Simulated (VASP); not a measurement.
Here is a VASP 6.6.1 calculation.

The input POSCAR:

```
CdS
1.0
    4.2317068336      0.0000000000      0.0000000000
   -2.1158534168      3.6647656193      0.0000000000
    0.0000000000      0.0000000000      6.8825104534
Cd S
2 2
Direct
    0.6666666667      0.3333333333      0.4993893115
    0.3333333333      0.6666666667     -0.0006106885
    0.6666666667      0.3333333333      0.8756106885
    0.3333333333      0.6666666667      0.3756106885
```

Contents of INCAR.step1:

```
ALGO = Normal ; EDIFF = 1E-5
ENCUT = 520 ; GGA = PE
ISIF = 2 ; ISMEAR = -1
LASPH = T ; LCHARG = F
LREAL = F ; LWAVE = T
NBANDS = 26 ; NELM = 100
PREC = Accurate ; SIGMA = 0.05
```

The input INCAR.step2:

```
AEXX = 0.2 ; AGGAC = 0.81
AGGAX = 0.72 ; ALDAC = 0.19
ALGO = Normal ; EDIFF = 1E-6
ENCUT = 520 ; GGA = B5
HFRCUT = -1 ; ISIF = 2
ISMEAR = -1 ; ISTART = 1
LASPH = T ; LCHARG = F
LHFCALC = T ; LREAL = F
LWAVE = F ; NBANDS = 26
NELM = 100 ; PREC = Accurate
PRECFOCK = Normal ; SIGMA = 0.05
```

KPOINTS

```
k-points
0
Gamma
  4 4 2
```

Potentials or basis: VASP PAW PBE potentials, release 64 (Cd, S).

The run is started by

```console
$ cat potpaw_PBE.64/Cd/POTCAR potpaw_PBE.64/S/POTCAR > POTCAR
$ cp INCAR.step1 INCAR
$ mpirun -np 1 vasp_std > vasp.out
$ cp INCAR.step2 INCAR
$ mpirun -np 1 vasp_std > vasp.out
```

**Question.** What does it give for the pressure?

**Answer.** 0.2 GPa.

**Question.** Estimate the band gap on the k mesh.

**Answer.** 2.33 eV.

Stress tensor (GPa, compression positive):
```
0.24 0.00 0.00
0.00 0.24 0.00
0.00 0.00 0.12
```

Caveat: the k points lie up to 0.46 Å⁻¹ apart; the PAW data sets were made with another functional, which shifts forces and pressure a little.
